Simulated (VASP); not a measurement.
Crystal: MgB2.

```
Mg B
1.0
     3.14551    0.00000    0.00000
    -1.57275    2.72409    0.00000
     0.00000    0.00000    3.59210
Mg B
1 2
Direct
  0.00000 0.00000 0.00000
  0.66667 0.33333 0.50000
  0.33333 0.66667 0.50000
```

Base run:

| Quantity | Value |
| --- | --- |
| Program | VASP 6.6.1 |
| Functional | revPBE |
| Potentials or basis | VASP PAW PBE potentials, release 64 (Mg, B) |
| Cutoff | 520 eV |
| k mesh | 10 × 10 × 8 |
| Occupations | fermi-dirac, width 0.05 eV |
| Spin | no spin polarisation |

Its results: band gap on the k mesh zero (band 4 reaches 6.05 eV, above the bottom of band 5 at 3.70 eV); pressure -6.6 GPa.

Question: The run is repeated on the same cell with these changes: functional from revPBE to LDA; potentials or basis from VASP PAW PBE potentials, release 64 (Mg, B) to VASP PAW LDA potentials, release 64 (Mg, B). What comes out?

Answer: Band gap on the k mesh zero (band 4 reaches 5.91 eV, above the bottom of band 5 at 3.51 eV); pressure -15.1 GPa.

Caveats: the PAW data sets were made with another functional, which shifts forces and pressure a little (some runs).
